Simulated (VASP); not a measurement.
Input of a VASP 6.6.1 run:

INCAR

```
ALGO = Normal ; EDIFF = 1E-7
ENCUT = 520 ; ISIF = 2
ISMEAR = 0 ; LASPH = T
LCHARG = F ; LREAL = F
LWAVE = F ; NBANDS = 30
NELM = 60 ; PREC = Accurate
SIGMA = 0.15
```

Contents of KPOINTS:

```
k-points
0
Gamma
  14 14 14
```

File POSCAR:

```
Cu3O2
1.0
   -1.8963500000      1.8963500000      3.3971000000
    1.8963500000     -1.8963500000      3.3971000000
    1.8963500000      1.8963500000     -3.3971000000
Cu O
3 2
Direct
    0.2500000000      0.7500000000      0.5000000000
    0.7500000000      0.2500000000      0.5000000000
    0.0000000000      0.0000000000      0.0000000000
    0.0000000000      0.5000000000      0.5000000000
    0.5000000000      0.0000000000      0.5000000000
```

Potentials or basis: VASP PAW LDA potentials, release 64 (Cu, O).

Command:

```sh
$ cat potpaw_LDA.64/Cu/POTCAR potpaw_LDA.64/O/POTCAR > POTCAR
$ mpirun -np 1 vasp_std > vasp.out
```

**Question.** Predict the band gap on the k mesh.

**Answer.** Zero (an odd number of electrons rules out a gap without spin polarisation).

**Question.** Predict the pressure.

**Answer.** 32.5 GPa.

Stress tensor (GPa, compression positive):
```
18.52  0.00  0.00
 0.00 18.52  0.00
 0.00  0.00 60.39
```

Caveat: the stress differs along the axes, from 19 to 60 GPa; an odd number of electrons without spin polarisation forces a metal; a magnetic or distorted state may lie lower. With open d or f shells a metallic result of LDA can be an artefact of self-interaction; +U or a hybrid may open a gap.
